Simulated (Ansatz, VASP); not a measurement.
**Two plane-wave programs on PbSe**

```xyz
2
Lattice="0.0000 3.0887 3.1505 3.0887 0.0000 3.1505 3.0887 3.0887 0.0000" Properties=species:S:1:pos:R:3 pbc="T T T"
Pb    0.0000    0.0000    0.0000
Se    3.0887    3.0887    3.1505
```

Change from the starting cell: uniaxial_z strain +2.0%.

Alike in both runs: task single point; functional r2SCAN; k mesh 8 × 8 × 8; no spin polarisation.

|  | VASP | Ansatz |
| --- | --- | --- |
| version | VASP 6.6.1 | Ansatz 0.2.0 |
| potentials or method | VASP PAW PBE potentials, release 64 (Pb_d, Se) | plane waves, PAW |
| plane-wave cutoff (eV) | 520 | 500 |
| occupations | gaussian, width 0.01 eV | fixed |
| valence electrons in the cell | 20 | 30 |

```tsv
	VASP	Ansatz	Ansatz less VASP
gap on the k mesh at the Fermi level (eV)	0.72	0.72	-0.006
pressure (GPa)	-0.9	-0.9	0.00
traceless stress, the component that is largest in VASP (GPa)	-1.32	-1.32	+0.004
```

VASP's potentials were made for PBE, not for r2SCAN. VASP's potentials hold 20 valence electrons a cell and Ansatz's 30, so a difference there can come from the potentials and not from the codes.

Spin-orbit coupling is off throughout.
